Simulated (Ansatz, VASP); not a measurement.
SnO in VASP and in Ansatz

The input INCAR:

```
SYSTEM = SnO
PREC     = Accurate       ! precision mode
ENCUT    = 520            ! plane-wave cutoff, eV
EDIFF    = 1E-7           ! SCF threshold, eV
ISMEAR   = -1             ! smearing method
SIGMA    = 0.01           ! smearing width, eV
LREAL    = .FALSE.        ! projectors in reciprocal space
LASPH    = .TRUE.         ! aspherical terms in the spheres
NELM     = 60             ! most SCF steps
ALGO     = Normal         ! electronic algorithm
ISIF     = 2              ! what is computed and relaxed
LWAVE    = .FALSE.        ! write WAVECAR
LCHARG   = .FALSE.        ! write CHGCAR
GGA      = PE             ! functional
NBANDS   = 28             ! bands
```

Contents of KPOINTS:

```
regular mesh
0
G
  8 8 6
  0 0 0
```

File POSCAR:

```
SnO
1.0
    3.7892841860      0.0000000000      0.0000000000
    0.0000000000      3.7892841860      0.0000000000
    0.0000000000      0.0000000000      4.8198259661
Sn O
2 2
Direct
    0.0000000000      0.5000000000      0.2385000000
    0.5000000000      0.0000000000      0.7615000000
    0.0000000000      0.0000000000      0.0000000000
    0.5000000000      0.5000000000      0.0000000000
```

Input for Ansatz:

```yaml
crystal:
  lattice:
    - [3.789284186, 0.0, 0.0]
    - [0.0, 3.789284186, 0.0]
    - [0.0, 0.0, 4.8198259661]
  atoms:
    - { symbol: Sn, position: [0.0, 0.5, 0.2385] }
    - { symbol: Sn, position: [0.5, 0.0, 0.7615] }
    - { symbol: O, position: [0.0, 0.0, 0.0] }
    - { symbol: O, position: [0.5, 0.5, 0.0] }
kpoints:
  mp_grid: { grid: [8, 8, 6] }
  band_path:
    path:
      - [0.0, 0.0, 0.0]
      - [0.0, 0.5, 0.0]
      - [0.5, 0.5, 0.0]
      - [0.0, 0.0, 0.0]
      - [0.0, 0.0, 0.5]
      - [0.0, 0.5, 0.5]
      - [0.5, 0.5, 0.5]
      - [0.0, 0.0, 0.5]
      - [0.0, 0.5, 0.0]
    npoints: 5
scf:
  occupations: { method: fermi_dirac, width: 0.01 }
hamiltonian:
  xc: pbe
  pseudopotentials: { kind: all_electron, lapw: { basis_error: 0.001 } }
output:
  forces: true
  stress: true
  eigenvalues: true
```

Change from the starting cell: volume scaled by 0.99.

Alike in both runs: task single point; functional PBE; k mesh 8 × 8 × 6; occupations fermi-dirac, width 0.01 eV; no spin polarisation.

|  | VASP | Ansatz |
| --- | --- | --- |
| version | VASP 6.6.1 | Ansatz 0.2.0 |
| potentials or method | VASP PAW PBE potentials, release 64 (Sn_d, O), cutoff 520 eV | all-electron LAPW, scalar-relativistic |

|  | VASP | Ansatz | Ansatz less VASP |
| --- | --- | --- | --- |
| pressure (GPa) | 5.5 | 5.2 | -0.30 |
| traceless stress, the component that is largest in VASP (GPa) | -0.93 | -0.94 | -0.004 |
| rms of the force components (eV/Å) | 0.242 | 0.205 | -0.0367 |

Atom by atom the forces differ by 0.037 eV/Å (rms over components). Ansatz ran all-electron here, and VASP with PAW potentials.
